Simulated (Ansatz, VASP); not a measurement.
# One calculation of CsInH4, two programs

```
CELL_PARAMETERS angstrom
4.17742 0.00000 0.00000
0.00000 4.17742 0.00000
0.00000 0.00000 6.83008
ATOMIC_POSITIONS crystal
Cs 0.50000 0.50000 0.50000
In 0.00000 0.00000 0.00000
H 0.00000 0.00000 0.55928
H 0.50000 0.50000 0.05648
H 0.50000 0.50000 0.94352
H 0.00000 0.00000 0.44072
```

Change from the starting cell: species swapped into the CeDyC4 type (P4/mmm, No. 123).

Alike in both runs: functional PBE; k mesh 6 × 6 × 4; occupations gaussian, width 0.1 eV; no spin polarisation.

Ansatz relaxed the structure, and its values are those at the end. VASP's run is a single point on that final structure, the one shown.

```csv
,VASP,Ansatz
version,VASP 6.6.1,Ansatz 0.2.0
potentials or method,"VASP PAW PBE potentials, release 64 (Cs_sv, In_d, H), cutoff 520 eV","scalar-relativistic, plane waves, PAW"
valence electrons in the cell,26,26
```

```csv
,VASP,Ansatz,Ansatz less VASP
gap on the k mesh at the Fermi level (eV),none,none,-
pressure (GPa),0.2,0.3,+0.06
rms of the force components (eV/Å),0.005,0.007,+0.0018
```

A gap of «none» marks a metal or a gap that the smearing closes. With one functional, cell and mesh, what is left measures potentials, basis and numerics.

Spin-orbit coupling is off throughout.
